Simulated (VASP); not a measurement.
# TaN (Fm-3m) in VASP: a series of runs

The runs below take TaN through single point, with PBEsol, r2SCAN+U, r2SCAN+rVV10.

Everything below comes from runs of VASP 6.6.1. Logs are shortened: lines on timing, memory, paths and dates and some standing lists are left out, and cuts for length are marked.

## 1. The cell of the first run

The structure is cubic, space group Fm-3m (No. 225). The conventional cell has a = 4.423 Å, b = 4.423 Å, c = 4.423 Å, α = 90.00°, β = 90.00°, γ = 90.00°. Ta (site symmetry m-3m) has 6 N at 2.21 Å within 2.9 Å. Within 2.9 Å of N (site symmetry m-3m) lie 6 Ta at 2.21 Å.

## 2. Single point, PBEsol, non-collinear spin, zero start, spin-orbit coupling

File INCAR:

```
SYSTEM = TaN
PREC = Accurate ; ENCUT = 520
EDIFF = 1E-6 ; ISMEAR = 1
SIGMA = 0.05 ; LREAL = .False.
LASPH = .True. ; NELM = 150
ALGO = Normal ; ISIF = 2
LWAVE = .False. ; LCHARG = .False.
MAGMOM = 0 0 0 0 0 0 ; LORBIT = 11
LSORBIT = .True. ; GGA_COMPAT = .False.
LORBMOM = .True. ; LMAXMIX = 4
GGA = PS ; NBANDS = 28
```

File KPOINTS:

```
regular mesh
0
Gamma
  9 9 9
  0 0 0
```

File POSCAR:

```
TaN
1.0
    0.0000000000      2.2113230000      2.2113230000
    2.2113230000      0.0000000000      2.2113230000
    2.2113230000      2.2113230000      0.0000000000
Ta N
1 1
Direct
    0.5000000000      0.5000000000      0.5000000000
    0.0000000000      0.0000000000      0.0000000000
```

Potentials or basis: VASP PAW PBE potentials, release 64 (Ta_pv, N).

Started as:

```
$ cat potpaw_PBE.64/Ta_pv/POTCAR potpaw_PBE.64/N/POTCAR > POTCAR
$ mpirun -np 1 vasp_ncl > vasp.out
```

OUTCAR:

```text
SYSTEM = TaN
   PREC = Accurate
   ENCUT = 520
   EDIFF = 1E-6
   ISMEAR = 1
   LREAL = .False.
   LASPH = .True.
   NELM = 150
   ISIF = 2
   LORBIT = 11
   LSORBIT = .True.
   GGA = PS

 ion  position               nearest neighbor table
   1  0.500  0.500  0.500-   2 2.21   2 2.21   2 2.21   2 2.21   2 2.21   2 2.21
   2  0.000  0.000  0.000-   1 2.21   1 2.21   1 2.21   1 2.21   1 2.21   1 2.21

  LATTYP: Found a face centered cubic cell.
 ALAT       =     4.4226460000

  Lattice vectors:

 A1 = (   0.0000000000,   2.2113230000,   2.2113230000)
 A2 = (   2.2113230000,   0.0000000000,   2.2113230000)
 A3 = (   2.2113230000,   2.2113230000,   0.0000000000)

Analysis of symmetry for initial positions (statically):
=====================================================================
 Subroutine PRICEL returns:
 Original cell was already a primitive cell.

 Routine SETGRP: Setting up the symmetry group for a
 face centered cubic supercell.

 Subroutine GETGRP returns: Found 48 space group operations
 (whereof 48 operations were pure point group operations)
 out of a pool of 48 trial point group operations.

The static configuration has the point symmetry O_h .

Analysis of symmetry for dynamics (positions and initial velocities):
=====================================================================
 Subroutine PRICEL returns:
 Original cell was already a primitive cell.

 Routine SETGRP: Setting up the symmetry group for a
 face centered cubic supercell.

 Subroutine GETGRP returns: Found 48 space group operations
 (whereof 48 operations were pure point group operations)
 out of a pool of 48 trial point group operations.

The dynamic configuration has the point symmetry O_h .

Analysis of structural, dynamic, and magnetic symmetry:
=====================================================================
 Subroutine PRICEL returns:
 Original cell was already a primitive cell.

 Routine SETGRP: Setting up the symmetry group for a
 face centered cubic supercell.

 Subroutine GETGRP returns: Found 48 space group operations
 (whereof 48 operations were pure point group operations)
 out of a pool of 48 trial point group operations.

The overall configuration has the point symmetry O_h .

 Subroutine INISYM returns: Found 48 space group operations
 (whereof 48 operations are pure point group operations),
 and found     1 'primitive' translations

----------------------------------------------------------------------------------------

                                     Primitive cell

  volume of cell :      21.6265

  direct lattice vectors                    reciprocal lattice vectors
     0.000000000  2.211323000  2.211323000    -0.226108985  0.226108985  0.226108985
     2.211323000  0.000000000  2.211323000     0.226108985 -0.226108985  0.226108985
     2.211323000  2.211323000  0.000000000     0.226108985  0.226108985 -0.226108985

  length of vectors
     3.127282977  3.127282977  3.127282977     0.391632251  0.391632251  0.391632251

  position of ions in fractional coordinates (direct lattice)
     0.500000000  0.500000000  0.500000000
     0.000000000  0.000000000  0.000000000

  ion indices of the primitive-cell ions
   primitive index   ion index
                 1           1
                 2           2

----------------------------------------------------------------------------------------

 KPOINTS: regular mesh

Automatic generation of k-mesh.
 Grid dimensions read from file:
 generate k-points for:    9    9    9

 Generating k-lattice:

  Cartesian coordinates                     Fractional coordinates (reciprocal lattice)
    -0.025123221  0.025123221  0.025123221     0.111111111  0.000000000  0.000000000
     0.025123221 -0.025123221  0.025123221     0.000000000  0.111111111  0.000000000
[... 98 lines left out ...]

 number of electron      16.0000003 magnetization      -0.0000000      0.0000000      0.0000000

 Free energy of the ion-electron system (eV)
  ---------------------------------------------------
  ext. energy  EPLUGINS =         0.00000000
  ---------------------------------------------------
  free energy    TOTEN  =       -23.86669645 eV

  energy without entropy =      -23.86635187  energy(sigma->0) =      -23.86658159

 E-fermi :   8.9839     XC(G=0): -13.4981

 val. band max:        8.9494049884   @ k =  -0.4444   0.2222   0.1111
 cond. band min:       8.9926831965   @ k =   0.2222   0.1111   0.0000
 fundamental gap:      0.0432782081
 Fermi energy:         8.9839378345

 k-point     1 :       0.0000    0.0000    0.0000
  band No.  band energies     occupation
      1     -31.9540      1.00000
      2     -31.9540      1.00000
      3     -24.0537      1.00000
      4     -24.0537      1.00000
      5     -24.0537      1.00000
      6     -24.0537      1.00000
[... 733 lines left out ...]
     27      18.2266      0.00000
     28      18.2266      0.00000

 [... further k-points ...]

------------------------ aborting loop because EDIFF is reached ----------------------------------------

  FORCE on cell =-STRESS in cart. coord.  units (eV):
  Direction    XX          YY          ZZ          XY          YZ          ZX
  --------------------------------------------------------------------------------------
  -------------------------------------------------------------------------------------
  Total       -1.2514585     -1.2514585     -1.2514585     -0.0000000     -0.0000000      0.0000000
  in kB      -92.7129673    -92.7129673    -92.7129673     -0.0000000     -0.0000000      0.0000000
  external PRESSURE =     -92.7129673 kB  Pullay stress =       0.0000000 kB

 VOLUME and BASIS-vectors are now :
 -----------------------------------------------------------------------------
  energy-cutoff  :      520.00
  volume of cell :       21.63
      direct lattice vectors                 reciprocal lattice vectors
     0.000000000  2.211323000  2.211323000    -0.226108985  0.226108985  0.226108985
     2.211323000  0.000000000  2.211323000     0.226108985 -0.226108985  0.226108985
     2.211323000  2.211323000  0.000000000     0.226108985  0.226108985 -0.226108985

 POSITION                                       TOTAL-FORCE (eV/Angst)
 -----------------------------------------------------------------------------------
      2.21132      2.21132      2.21132         0.000000      0.000000      0.000000
      0.00000      0.00000      0.00000        -0.000000     -0.000000     -0.000000
 -----------------------------------------------------------------------------------
    total drift:                               -0.000000     -0.000000     -0.000000

  FREE ENERGIE OF THE ION-ELECTRON SYSTEM (eV)
  ---------------------------------------------------
  free  energy   TOTEN  =       -23.8666964505 eV

  energy  without entropy=      -23.8663518693  energy(sigma->0) =      -23.86658159

 orbital moment (x)

 # of ion     p       d       tot
 ----------------------------------------
  1         0.000  -0.000  -0.000
  2         0.000   0.000   0.000
 ----------------------------------------
            0.000  -0.000  -0.000

 orbital moment (y)

 # of ion     p       d       tot
 ----------------------------------------
  1         0.000   0.000   0.000
  2         0.000   0.000   0.000
 ----------------------------------------
            0.000   0.000   0.000

 orbital moment (z)

 # of ion     p       d       tot
 ----------------------------------------
  1         0.000   0.000   0.000
  2         0.000   0.000   0.000
 ----------------------------------------
            0.000   0.000   0.000

 Spin-Orbit-Coupling matrix elements

 Ion:    1  E_soc:     -1.3296022
 l=   1
     0.0000000    -0.2037332    -0.2037332
    -0.2037332     0.0000000    -0.2037332
    -0.2037332    -0.2037332     0.0000000
 l=   2
     0.0000000    -0.0053771     0.0000000    -0.0053771    -0.0124900
    -0.0053771     0.0000000    -0.0093675    -0.0053771    -0.0031225
     0.0000000    -0.0093675     0.0000000    -0.0093675     0.0000000
    -0.0053771    -0.0053771    -0.0093675     0.0000000    -0.0031225
    -0.0124900    -0.0031225     0.0000000    -0.0031225     0.0000000
 l=   3
     0.0000000     0.0000000     0.0000000     0.0000000     0.0000000     0.0000000     0.0000000
     0.0000000     0.0000000     0.0000000     0.0000000     0.0000000     0.0000000     0.0000000
     0.0000000     0.0000000     0.0000000     0.0000000     0.0000000     0.0000000     0.0000000
     0.0000000     0.0000000     0.0000000     0.0000000     0.0000000     0.0000000     0.0000000
     0.0000000     0.0000000     0.0000000     0.0000000     0.0000000     0.0000000     0.0000000
     0.0000000     0.0000000     0.0000000     0.0000000     0.0000000     0.0000000     0.0000000
     0.0000000     0.0000000     0.0000000     0.0000000     0.0000000     0.0000000     0.0000000

 Ion:    2  E_soc:     -0.0004374
 l=   1
     0.0000000    -0.0000729    -0.0000729
    -0.0000729     0.0000000    -0.0000729
    -0.0000729    -0.0000729     0.0000000
 l=   2
     0.0000000     0.0000000     0.0000000     0.0000000     0.0000000
     0.0000000     0.0000000     0.0000000     0.0000000     0.0000000
     0.0000000     0.0000000     0.0000000     0.0000000     0.0000000
     0.0000000     0.0000000     0.0000000     0.0000000     0.0000000
     0.0000000     0.0000000     0.0000000     0.0000000     0.0000000
 l=   3
     0.0000000     0.0000000     0.0000000     0.0000000     0.0000000     0.0000000     0.0000000
     0.0000000     0.0000000     0.0000000     0.0000000     0.0000000     0.0000000     0.0000000
     0.0000000     0.0000000     0.0000000     0.0000000     0.0000000     0.0000000     0.0000000
     0.0000000     0.0000000     0.0000000     0.0000000     0.0000000     0.0000000     0.0000000
     0.0000000     0.0000000     0.0000000     0.0000000     0.0000000     0.0000000     0.0000000
     0.0000000     0.0000000     0.0000000     0.0000000     0.0000000     0.0000000     0.0000000
     0.0000000     0.0000000     0.0000000     0.0000000     0.0000000     0.0000000     0.0000000

 total charge

# of ion       s       p       d       tot
------------------------------------------
    1        0.270   6.215   2.438   8.923
    2        1.221   2.512   0.000   3.733
--------------------------------------------------
tot          1.491   8.727   2.438  12.656

 magnetization (x)

# of ion       s       p       d       tot
------------------------------------------
    1        0.000  -0.000   0.000  -0.000
    2        0.000   0.000   0.000   0.000
--------------------------------------------------
tot          0.000  -0.000   0.000   0.000

 magnetization (y)

# of ion       s       p       d       tot
------------------------------------------
    1        0.000   0.000   0.000   0.000
    2       -0.000   0.000   0.000  -0.000
--------------------------------------------------
tot          0.000   0.000   0.000   0.000

 magnetization (z)

# of ion       s       p       d       tot
------------------------------------------
    1        0.000  -0.000  -0.000  -0.000
    2       -0.000  -0.000   0.000  -0.000
--------------------------------------------------
tot          0.000  -0.000  -0.000  -0.000
```

It took 30 s on 1 thread of Intel Xeon Platinum 8259CL at 2.50GHz (Skylake/Cascade Lake), shared host; peak memory 0.21 GiB.

What came out:

* Free energy: -23.8667 eV
* Pressure: -9.3 GPa
* Net moment: 0.00 μB per cell
* Valence electrons inside the program's atomic spheres: Ta 8.92; N 3.73

Moments on the atoms (μB; x, y, z):
```
Ta  0.00 0.00 0.00
N   0.00 0.00 0.00
```

Caveat: the cell stands under tension; the PAW data sets were made with another functional, which shifts forces and pressure a little.

## 3. Single point, PBEsol, non-collinear spin, zero start, spin-orbit coupling

File INCAR:

```
PREC     = Accurate       # precision mode
ENCUT    = 520            # plane-wave cutoff, eV
EDIFF    = 1E-6           # SCF threshold, eV
ISMEAR   = 1              # smearing method
SIGMA    = 0.05           # smearing width, eV
LREAL    = F              # projectors in reciprocal space
LASPH    = T              # aspherical terms in the spheres
NELM     = 150            # most SCF steps
ALGO     = Normal         # electronic algorithm
ISIF     = 2              # what is computed and relaxed
LWAVE    = F              # write WAVECAR
LCHARG   = T              # write CHGCAR
MAGMOM   = 0 0 0 0 0 0    # initial moments
LORBIT   = 11             # projections on sites
LSORBIT  = T              # spin-orbit coupling
GGA_COMPAT= F            
LORBMOM  = T            
LMAXMIX  = 4              # l up to which the mixer works
GGA      = PS             # functional
LVHAR    = T            
NBANDS   = 28             # bands
```

File KPOINTS:

```
regular mesh
0
Gamma
  9 9 9
```

POSCAR is that of step 2.

Potentials or basis: VASP PAW PBE potentials, release 64 (Ta_pv, N).

Started as:

```
$ cat potpaw_PBE.64/Ta_pv/POTCAR potpaw_PBE.64/N/POTCAR > POTCAR
$ mpirun -np 1 vasp_ncl > vasp.out
```

OUTCAR:

```text
PREC = Accurate
   ENCUT = 520
   EDIFF = 1E-6
   ISMEAR = 1
   LREAL = F
   LASPH = T
   NELM = 150
   ISIF = 2
   LORBIT = 11
   LSORBIT = T
   GGA = PS

 ion  position               nearest neighbor table
   1  0.500  0.500  0.500-   2 2.21   2 2.21   2 2.21   2 2.21   2 2.21   2 2.21
   2  0.000  0.000  0.000-   1 2.21   1 2.21   1 2.21   1 2.21   1 2.21   1 2.21

  LATTYP: Found a face centered cubic cell.
 ALAT       =     4.4226460000

  Lattice vectors:

 A1 = (   0.0000000000,   2.2113230000,   2.2113230000)
 A2 = (   2.2113230000,   0.0000000000,   2.2113230000)
 A3 = (   2.2113230000,   2.2113230000,   0.0000000000)

Analysis of symmetry for initial positions (statically):
=====================================================================
 Subroutine PRICEL returns:
 Original cell was already a primitive cell.

 Routine SETGRP: Setting up the symmetry group for a
 face centered cubic supercell.

 Subroutine GETGRP returns: Found 48 space group operations
 (whereof 48 operations were pure point group operations)
 out of a pool of 48 trial point group operations.
[... 1007 lines left out ...]
     0.0000000     0.0000000     0.0000000     0.0000000     0.0000000     0.0000000     0.0000000
     0.0000000     0.0000000     0.0000000     0.0000000     0.0000000     0.0000000     0.0000000
     0.0000000     0.0000000     0.0000000     0.0000000     0.0000000     0.0000000     0.0000000
     0.0000000     0.0000000     0.0000000     0.0000000     0.0000000     0.0000000     0.0000000
     0.0000000     0.0000000     0.0000000     0.0000000     0.0000000     0.0000000     0.0000000
     0.0000000     0.0000000     0.0000000     0.0000000     0.0000000     0.0000000     0.0000000

 Ion:    2  E_soc:     -0.0004374
 l=   1
     0.0000000    -0.0000729    -0.0000729
    -0.0000729     0.0000000    -0.0000729
    -0.0000729    -0.0000729     0.0000000
 l=   2
     0.0000000     0.0000000     0.0000000     0.0000000     0.0000000
     0.0000000     0.0000000     0.0000000     0.0000000     0.0000000
     0.0000000     0.0000000     0.0000000     0.0000000     0.0000000
     0.0000000     0.0000000     0.0000000     0.0000000     0.0000000
     0.0000000     0.0000000     0.0000000     0.0000000     0.0000000
 l=   3
     0.0000000     0.0000000     0.0000000     0.0000000     0.0000000     0.0000000     0.0000000
     0.0000000     0.0000000     0.0000000     0.0000000     0.0000000     0.0000000     0.0000000
     0.0000000     0.0000000     0.0000000     0.0000000     0.0000000     0.0000000     0.0000000
     0.0000000     0.0000000     0.0000000     0.0000000     0.0000000     0.0000000     0.0000000
     0.0000000     0.0000000     0.0000000     0.0000000     0.0000000     0.0000000     0.0000000
     0.0000000     0.0000000     0.0000000     0.0000000     0.0000000     0.0000000     0.0000000
     0.0000000     0.0000000     0.0000000     0.0000000     0.0000000     0.0000000     0.0000000

 total charge

# of ion       s       p       d       tot
------------------------------------------
    1        0.270   6.215   2.438   8.923
    2        1.221   2.512   0.000   3.733
--------------------------------------------------
tot          1.491   8.727   2.438  12.656

 magnetization (x)

# of ion       s       p       d       tot
------------------------------------------
    1        0.000  -0.000   0.000  -0.000
    2        0.000   0.000   0.000   0.000
--------------------------------------------------
tot          0.000  -0.000   0.000   0.000

 magnetization (y)

# of ion       s       p       d       tot
------------------------------------------
    1        0.000   0.000   0.000   0.000
    2       -0.000   0.000   0.000  -0.000
--------------------------------------------------
tot          0.000   0.000   0.000   0.000

 magnetization (z)

# of ion       s       p       d       tot
------------------------------------------
    1        0.000  -0.000  -0.000  -0.000
    2       -0.000  -0.000   0.000  -0.000
--------------------------------------------------
tot          0.000  -0.000  -0.000  -0.000
```

OSZICAR:

```text
N       E                     dE             d eps       ncg     rms          rms(c)
DAV:   1     0.127780960141E+03    0.12778E+03   -0.85055E+03  1960   0.122E+03
DAV:   2    -0.199089393345E+02   -0.14769E+03   -0.13954E+03  2268   0.367E+02
DAV:   3    -0.266084252938E+02   -0.66995E+01   -0.65511E+01  2316   0.744E+01
DAV:   4    -0.266717334103E+02   -0.63308E-01   -0.63031E-01  2180   0.732E+00
DAV:   5    -0.266721686633E+02   -0.43525E-03   -0.43518E-03  2196   0.579E-01    0.240E+01
DAV:   6    -0.239979629014E+02    0.26742E+01   -0.56434E+00  2156   0.272E+01    0.980E+00
DAV:   7    -0.239083330511E+02    0.89630E-01   -0.43680E-01  2124   0.683E+00    0.698E+00
DAV:   8    -0.238743227175E+02    0.34010E-01   -0.18216E-01  2116   0.375E+00    0.173E+00
DAV:   9    -0.238668686737E+02    0.74540E-02   -0.16829E-02  2096   0.112E+00    0.324E-01
DAV:  10    -0.238667814315E+02    0.87242E-04   -0.10653E-03  2280   0.318E-01    0.310E-01
DAV:  11    -0.238667009354E+02    0.80496E-04   -0.17918E-04  2300   0.149E-01    0.371E-02
DAV:  12    -0.238666963387E+02    0.45967E-05   -0.94677E-06  2180   0.372E-02    0.904E-03
DAV:  13    -0.238666964505E+02   -0.11178E-06   -0.23963E-07  1324   0.558E-03
   1 F= -.23866696E+02 E0= -.23866582E+02  d E =-.344581E-03  mag=    -0.0000     0.0000     0.0000
```

stdout:

```text
POSCAR found type information on POSCAR TaN
 POSCAR found :  2 types and       2 ions
 scaLAPACK will be used
 -----------------------------------------------------------------------------
|                                                                             |
|                                                                             |
|     You enforced a specific xc type in the INCAR file but a different       |
|     I HOPE YOU KNOW WHAT YOU ARE DOING!                                     |
|                                                                             |
 -----------------------------------------------------------------------------

 LDA part: xc-table for (Slater+PW92), standard interpolation
 POSCAR, INCAR and KPOINTS ok, starting setup
 FFT: planning ... GRIDC
 FFT: planning ... GRID_SOFT
 FFT: planning ... GRID
 WAVECAR not read
 entering main loop
```

Wall time 34 s (1 thread of Intel Xeon Platinum 8259CL at 2.50GHz (Skylake/Cascade Lake), shared host); peak memory 0.21 GiB.

What came out:

```yaml
Free_energy: -23.8667 eV
Pressure: -9.3 GPa
Net_moment: 0.00 μB per cell
Valence_electrons_inside_the_program's_atomic_spheres: Ta 8.92; N 3.73
```

Moments on the atoms (μB; x, y, z):
```
Ta  0.00 0.00 0.00
N   0.00 0.00 0.00
```

Caveat: the cell stands under tension; the PAW data sets were made with another functional, which shifts forces and pressure a little.

(Part 1 of 2 ends here.)
